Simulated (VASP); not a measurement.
# Ir in VASP: notebook

Ir is run at these levels: PBEsol; tasks: relaxation of cell and atoms, single point.

All numbers are computed with VASP 6.6.1; they aren't measurements. Logs are shortened: lines on timing, memory, paths and dates and some standing lists are left out, and cuts for length are marked.

### Step 1. The cell of the first run

It takes space group R-3m (No. 166, trigonal). The conventional cell has a = 3.534 Å, b = 3.534 Å, c = 9.116 Å, α = 90.00°, β = 90.00°, γ = 120.00°. Within 3.3 Å of Ir (site symmetry 3m) lie 6 Ir at 2.50 to 2.59 Å.

### Step 2. Relaxation of cell and atoms, PBEsol

The input, INCAR:

```
PREC = Accurate
ENCUT = 600
EDIFF = 1E-6
ISMEAR = 0
SIGMA = 0.1
LREAL = F
LASPH = T
NELM = 100
ALGO = Fast
ISIF = 3
LWAVE = F
LCHARG = F
GGA = PS
IBRION = 2
NSW = 100
EDIFFG = -0.01
```

The input, KPOINTS:

```
Automatic mesh
0
Gamma
  15 15 15
```

The input, POSCAR:

```
Ir
1.0
    1.7671145623      1.0202440682      3.0386486267
   -1.7671145623      1.0202440682      3.0386486267
    0.0000000000     -2.0404881364      3.0386486267
Ir
2
Direct
    0.2455165774      0.2455165774      0.2455165774
    0.7544834226      0.7544834226      0.7544834226
```

Potentials or basis: VASP PAW PBE potentials, release 64 (Ir).

On the command line:

```console
$ cat potpaw_PBE.64/Ir/POTCAR > POTCAR
$ mpirun -np 1 vasp_std > vasp.out
```

OUTCAR:

```text
PREC = Accurate
   ENCUT = 600
   EDIFF = 1E-6
   ISMEAR = 0
   LREAL = F
   LASPH = T
   NELM = 100
   ISIF = 3
   GGA = PS
   IBRION = 2
   NSW = 100
   EDIFFG = -0.01

 ion  position               nearest neighbor table
   1  0.246  0.246  0.246-   2 2.50   2 2.50   2 2.50   2 2.59   2 2.59   2 2.59
   2  0.754  0.754  0.754-   1 2.50   1 2.50   1 2.50   1 2.59   1 2.59   1 2.59

  LATTYP: Found a trigonal (rhomboedric) cell.
 ALAT       =     3.6601881525
 COS(alpha) =     0.5338211294

  Lattice vectors:

 A1 = (   1.7671145623,   1.0202440682,   3.0386486267)
 A2 = (  -1.7671145623,   1.0202440682,   3.0386486267)
 A3 = (   0.0000000000,  -2.0404881364,   3.0386486267)

Analysis of symmetry for initial positions (statically):
=====================================================================
 Subroutine PRICEL returns:
 Original cell was already a primitive cell.

 Routine SETGRP: Setting up the symmetry group for a
 trigonal (rhombohedral) supercell.

 Subroutine GETGRP returns: Found 12 space group operations
 (whereof 12 operations were pure point group operations)
 out of a pool of 12 trial point group operations.

The static configuration has the point symmetry D_3d.

Analysis of symmetry for dynamics (positions and initial velocities):
=====================================================================
 Subroutine PRICEL returns:
 Original cell was already a primitive cell.

 Routine SETGRP: Setting up the symmetry group for a
 trigonal (rhombohedral) supercell.

 Subroutine GETGRP returns: Found 12 space group operations
 (whereof 12 operations were pure point group operations)
 out of a pool of 12 trial point group operations.

The dynamic configuration has the point symmetry D_3d.

 Subroutine INISYM returns: Found 12 space group operations
 (whereof 12 operations are pure point group operations),
 and found     1 'primitive' translations

----------------------------------------------------------------------------------------

                                     Primitive cell

  volume of cell :      32.8701

  direct lattice vectors                    reciprocal lattice vectors
     1.767114562  1.020244068  3.038648627     0.282947134  0.163359604  0.109697887
    -1.767114562  1.020244068  3.038648627    -0.282947134  0.163359604  0.109697887
     0.000000000 -2.040488136  3.038648627     0.000000000 -0.326719207  0.109697887

  length of vectors
     3.660188152  3.660188152  3.660188152     0.344643391  0.344643391  0.344643391
[... 119 lines left out ...]
 NGX is ok and might be reduce to    30

--------------------------------------- Ionic step        1  -------------------------------------------

 number of electron      18.0000000 magnetization

 Free energy of the ion-electron system (eV)
  ---------------------------------------------------
  ext. energy  EPLUGINS =         0.00000000
  ---------------------------------------------------
  free energy    TOTEN  =       -17.42941372 eV

  energy without entropy =      -17.41537863  energy(sigma->0) =      -17.42239617

------------------------ aborting loop because EDIFF is reached ----------------------------------------

  FORCE on cell =-STRESS in cart. coord.  units (eV):
  Direction    XX          YY          ZZ          XY          YZ          ZX
  --------------------------------------------------------------------------------------
  -------------------------------------------------------------------------------------
  Total        0.3542714      0.3542714     -0.3791660      0.0000000     -0.0000000      0.0000000
  in kB       17.2681639     17.2681639    -18.4815967      0.0000000     -0.0000000      0.0000000
  external PRESSURE =       5.3515771 kB  Pullay stress =       0.0000000 kB
[... 89 lines left out ...]
  FREE ENERGIE OF THE ION-ELECTRON SYSTEM (eV)
  ---------------------------------------------------
  free  energy   TOTEN  =       -17.4557193213 eV

  energy  without entropy=      -17.4415182737  energy(sigma->0) =      -17.44861880

[... ionic steps 4 to 12 ...]

--------------------------------------- Ionic step       13  -------------------------------------------

 number of electron      18.0000002 magnetization

------------------------ aborting loop because EDIFF is reached ----------------------------------------
[... 67 lines left out ...]
--------------------------------------- Ionic step       15  -------------------------------------------

 number of electron      18.0000002 magnetization

 Free energy of the ion-electron system (eV)
  ---------------------------------------------------
  ext. energy  EPLUGINS =         0.00000000
  ---------------------------------------------------
  free energy    TOTEN  =       -17.46318098 eV

  energy without entropy =      -17.44908688  energy(sigma->0) =      -17.45613393

 E-fermi :   7.7243     XC(G=0): -13.0756

 val. band max:        7.7139595625   @ k =  -0.3333   0.3333   0.2000
 cond. band min:       7.7299315529   @ k =  -0.4667   0.2667   0.2667
 fundamental gap:      0.0159719904
 Fermi energy:         7.7242630582

 k-point     1 :       0.0000    0.0000    0.0000
  band No.  band energies     occupation
      1      -1.7144      2.00000
      2       1.5086      2.00000
      3       1.5086      2.00000
      4       2.3337      2.00000
      5       2.3337      2.00000
      6       2.3348      2.00000
      7       9.1120      0.00000
      8       9.1122      0.00000
      9       9.1122      0.00000
     10      11.4540      0.00000
     11      11.4540      0.00000
     12      16.8582      0.00000
     13      18.7218      0.00000
[... 354 lines left out ...]
  band No.  band energies     occupation
      1      -0.8394      2.00000
      2       1.7415      2.00000
      3       2.0140      2.00000
      4       2.4253      2.00000
      5       3.1015      2.00000
      6       3.1268      2.00000
      7       8.1896      0.00000
      8       8.2010      0.00000
      9       8.2950      0.00000
     10       9.1055      0.00000
     11      11.1184      0.00000
     12      16.4076      0.00000
     13      17.6228      0.00000

 [... further k-points ...]

------------------------ aborting loop because EDIFF is reached ----------------------------------------

  FORCE on cell =-STRESS in cart. coord.  units (eV):
  Direction    XX          YY          ZZ          XY          YZ          ZX
  --------------------------------------------------------------------------------------
  -------------------------------------------------------------------------------------
  Total       -0.0105170     -0.0105170     -0.0089522     -0.0000000      0.0000000     -0.0000000
  in kB       -0.5125869     -0.5125869     -0.4363225     -0.0000000      0.0000000     -0.0000000
  external PRESSURE =      -0.4871655 kB  Pullay stress =       0.0000000 kB
[... 17 lines left out ...]
  FREE ENERGIE OF THE ION-ELECTRON SYSTEM (eV)
  ---------------------------------------------------
  free  energy   TOTEN  =       -17.4631809790 eV

  energy  without entropy=      -17.4490868832  energy(sigma->0) =      -17.45613393

 reached required accuracy - stopping structural energy minimisation
```

CONTCAR:

```text
Ir
   1.00000000000000
     1.7979326599529273    1.0380369051741116    2.9356024960553508
    -1.7979326599529273    1.0380369051741116    2.9356024960553508
    -0.0000000000000000   -2.0760738103482232    2.9356024960553508
  Ir
     2
Direct
     0.2499674456491515    0.2499674456491515    0.2499674456491515
     0.7500325543508487    0.7500325543508487    0.7500325543508487

  0.00000000E+00  0.00000000E+00  0.00000000E+00
  0.00000000E+00  0.00000000E+00  0.00000000E+00
```

It took 16 min on 1 thread of AMD EPYC 9R45 (Zen 5), shared host; peak memory 0.29 GiB.

Results:

```
Free energy                  : -17.4632 eV
Energy gained by relaxing    : 16.9 meV/atom
Ionic steps                  : 15
Pressure after relaxing      : 0.0 GPa
Largest force after relaxing : 0.004 eV/Å
Band gap on the k mesh       : zero (bands 9 and 10 overlap by 2.92 eV)
```

Forces on the atoms (eV/Å):
```
Ir   0.000  0.000  0.004
Ir   0.000  0.000 -0.004
```

Step by step:
| step | energy change (eV) | largest force (eV/Å) | pressure (GPa) | volume (Å³) |
| --- | --- | --- | --- | --- |
| 1 | 0.0000 | 0.4857 | 0.54 | 32.87 |
| 2 | -0.0224 | 0.2388 | -2.08 | 33.13 |
| 3 | -0.0263 | 0.0296 | -3.85 | 33.34 |
| 4 | -0.0304 | 0.2213 | 0.16 | 32.86 |
| 5 | -0.0310 | 0.1653 | -0.94 | 32.99 |
| 6 | -0.0324 | 0.1072 | -0.35 | 32.91 |
| 7 | -0.0330 | 0.0471 | 0.24 | 32.84 |
| 8 | -0.0330 | 0.0287 | 0.45 | 32.82 |
| 9 | -0.0333 | 0.0052 | -0.04 | 32.87 |
| 10 | -0.0333 | 0.0154 | -0.16 | 32.89 |
| 11 | -0.0334 | 0.0188 | -0.09 | 32.87 |
| 12 | -0.0336 | 0.0297 | 0.25 | 32.84 |
| 13 | -0.0337 | 0.0133 | -0.15 | 32.89 |
| 14 | -0.0337 | 0.0187 | -0.17 | 32.88 |
| 15 | -0.0338 | 0.0036 | -0.05 | 32.87 |

Final structure:
```xyz
2
Lattice="1.7979 1.0380 2.9356 -1.7979 1.0380 2.9356 0.0000 -2.0761 2.9356" Properties=species:S:1:pos:R:3 pbc="T T T"
Ir    0.0000    0.0000    2.2014
Ir    0.0000    0.0000    6.6054
```

Levels at points of the mesh, in eV from the Fermi level:
```
           k point  band 7  band 8  band 9  band 10  band 11  band 12
(0.00, 0.00, 0.00)    1.39    1.39    1.39     3.73     3.73     9.13
```

Caveat: the PAW data sets were made with another functional, which shifts forces and pressure a little; spin-orbit coupling is left out, which moves the levels of the heavy elements.

### Step 3. Single point, PBEsol

This run uses another cell than the first one: it holds 3 atoms, not 2.

The input, INCAR:

```
SYSTEM = Ir
  PREC = Accurate
  ENCUT = 520
  EDIFF = 1E-6
  ISMEAR = 0
  SIGMA = 0.1
  LREAL = .FALSE.
  LASPH = .TRUE.
  NELM = 80
  ALGO = Normal
  ISIF = 2
  LWAVE = .FALSE.
  LCHARG = .TRUE.
  GGA = PS
  LELF = .TRUE.
  LVHAR = .TRUE.
  NBANDS = 20
```

The input, KPOINTS:

```
Automatic mesh
0
G
  6 6 4
  0 0 0
```

The input, POSCAR:

```
Ir
1.0
    3.6815579283      0.0000000000      0.0000000000
   -1.8407789641      3.1883226914      0.0000000000
    0.0000000000      0.0000000000      4.1814812583
Ir
3
Direct
    0.3333688705      0.0000000000      0.3333333333
    0.0000000000      0.3333688705      0.6666666667
    0.6666311295      0.6666311295      0.0000000000
```

Potentials or basis: VASP PAW PBE potentials, release 64 (Ir).

On the command line:

```console
$ cat potpaw_PBE.64/Ir/POTCAR > POTCAR
$ mpirun -np 1 vasp_std > vasp.out
```

It took 27 s on 1 thread of Intel Xeon 8259CL, shared host; peak memory 0.17 GiB.

Results (log left out):

| Item | Value |
| --- | --- |
| Free energy | -26.2271 eV |
| Pressure | 0.3 GPa |
| Band gap on the k mesh | zero (an odd number of electrons rules out a gap without spin polarisation) |

Levels at points of the mesh, in eV from the Fermi level:
| k point | band 10 | band 11 | band 12 | band 13 | band 14 | band 15 | band 16 | band 17 | band 18 | band 19 |
| --- | --- | --- | --- | --- | --- | --- | --- | --- | --- | --- |
| (0.00, 0.00, 0.00) | -0.12 | -0.12 | -0.12 | -0.12 | 1.36 | 1.53 | 1.53 | 4.09 | 4.09 | 12.51 |
| (0.50, 0.00, 0.00) | -2.00 | -0.92 | -0.68 | -0.05 | -0.05 | 0.35 | 0.35 | 3.65 | 4.10 | 5.31 |
| (0.00, 0.00, 0.50) | -0.07 | -0.07 | 0.03 | 0.03 | 0.03 | 0.03 | 3.83 | 3.83 | 9.10 | 10.53 |
| (0.50, 0.00, 0.50) | -2.02 | -1.39 | -1.26 | -0.92 | -0.30 | -0.30 | 1.52 | 1.52 | 1.76 | 6.31 |

Caveat: the k points lie up to 0.38 Å⁻¹ apart, too coarse for converged energies and pressures of a metal; the PAW data sets were made with another functional, which shifts forces and pressure a little; spin-orbit coupling is left out, which moves the levels of the heavy elements.
